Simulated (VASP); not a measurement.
# Fe: electric field gradients with PBEsol

Crystal: Fe.

```
Fe
1.0
     2.40126    0.00000    0.00000
    -1.20063    2.07955    0.00000
     0.00000    0.00000    3.79001
Fe
2
Direct
  0.33333 0.66667 0.25000
  0.66667 0.33333 0.75000
```

This cell differs from its parent crystal: volume scaled by 0.96.

```yaml
Program: VASP 6.6.1
Task: electric field gradients
Functional: PBEsol
Potentials_or_basis: VASP PAW PBE potentials, release 64 (Fe)
Cutoff: 520 eV
k_mesh: 17 × 17 × 10
Occupations: fermi-dirac, width 0.08 eV
Spin: no spin polarisation
Dipole_correction: no
Further_INCAR_settings: ALGO = Normal; EDIFF = 1e-08; NBANDS = 15
```

| Item | Value |
| --- | --- |
| Pressure | 12.5 GPa |
| Band gap on the k mesh | zero (band 8 reaches 8.55 eV, above the bottom of band 9 at 6.51 eV) |

Stress tensor (GPa, compression positive):
```
12.05  0.00  0.00
 0.00 12.05  0.00
 0.00  0.00 13.43
```

Levels at points of the mesh, in eV from the Fermi level:
| k point | band 4 | band 5 | band 6 | band 7 | band 8 | band 9 | band 10 | band 11 | band 12 | band 13 |
| --- | --- | --- | --- | --- | --- | --- | --- | --- | --- | --- |
| (0.00, 0.00, 0.00) | -1.86 | -1.70 | -1.33 | -1.33 | -0.95 | -0.95 | 0.56 | 0.79 | 0.79 | 9.55 |
| (0.00, 0.00, 0.50) | -2.30 | -1.99 | -1.99 | -1.99 | -1.99 | 0.36 | 0.36 | 0.36 | 0.36 | 18.08 |

Electric field gradients, principal values (V/Å²):
```
atom  least  middle  greatest (by size)
1 Fe  4.392   4.393              -8.785
2 Fe  4.392   4.393              -8.785
```

Wall time 48 s on 1 thread of Intel Xeon 6975P-C, on a shared host, peak memory 0.17 GiB.

Caveat: without QUAD_EFG the Cq values of the log hold for a quadrupole moment of 1 mb, not for the nuclei; the PAW data sets were made with another functional, which shifts forces and pressure a little; the run has no spin polarisation, though such a crystal can be magnetic. Spin polarisation is off, so any magnetic state and its effect on volume and gap are missing.
